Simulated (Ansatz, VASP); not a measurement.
InP in VASP and in Ansatz

The input INCAR:

```
  ALGO = Normal
  EDIFF = 1E-7
  ENCUT = 520
  GGA = PE
  ISIF = 2
  ISMEAR = 0
  LASPH = True
  LCHARG = True
  LELF = True
  LREAL = False
  LVHAR = True
  LWAVE = False
  NBANDS = 16
  NELM = 100
  PREC = Accurate
  SIGMA = 0.05
```

KPOINTS

```
k-points
0
Gamma
  10 10 10
```

File POSCAR:

```
InP
1.0
    0.0000000000      3.1835391241      2.4831605168
    3.1835391241      0.0000000000      2.4831605168
    3.1835391241      3.1835391241      0.0000000000
In P
1 1
Direct
    0.0000000000      0.0000000000      0.0000000000
    0.7500000000      0.7500000000      0.7500000000
```

Input for Ansatz:

```yaml
crystal:
  lattice:
    - [0.0, 3.1835391241, 2.4831605168]
    - [3.1835391241, 0.0, 2.4831605168]
    - [3.1835391241, 3.1835391241, 0.0]
  atoms:
    - { symbol: In, position: [0.0, 0.0, 0.0] }
    - { symbol: P, position: [0.75, 0.75, 0.75] }
basis:
  ecutwfc: 420
kpoints:
  mp_grid: { grid: [10, 10, 10] }
hamiltonian:
  xc: pbe
scf:
  occupations: { method: gaussian, width: 0.05 }
output:
  forces: true
  stress: true
  eigenvalues: true
```

Alike in both runs: task single point; functional PBE; k mesh 10 × 10 × 10; occupations gaussian, width 0.05 eV; no spin polarisation.

|  | VASP | Ansatz |
| --- | --- | --- |
| version | VASP 6.6.1 | Ansatz 0.2.0 |
| potentials or method | VASP PAW PBE potentials, release 64 (In_d, P), cutoff 520 eV | scalar-relativistic, plane waves, PAW |
| valence electrons in the cell | 18 | 18 |

|  | VASP | Ansatz | Ansatz less VASP |
| --- | --- | --- | --- |
| gap on the k mesh at the Fermi level (eV) | 0.02 | 0.02 | -0.001 |
| least direct gap on the mesh (eV) | 0.02 | 0.02 | -0.001 |
| pressure (GPa) | 1.6 | 1.7 | +0.05 |
| traceless stress, the component that is largest in VASP (GPa) | 3.86 | 3.86 | -0.002 |
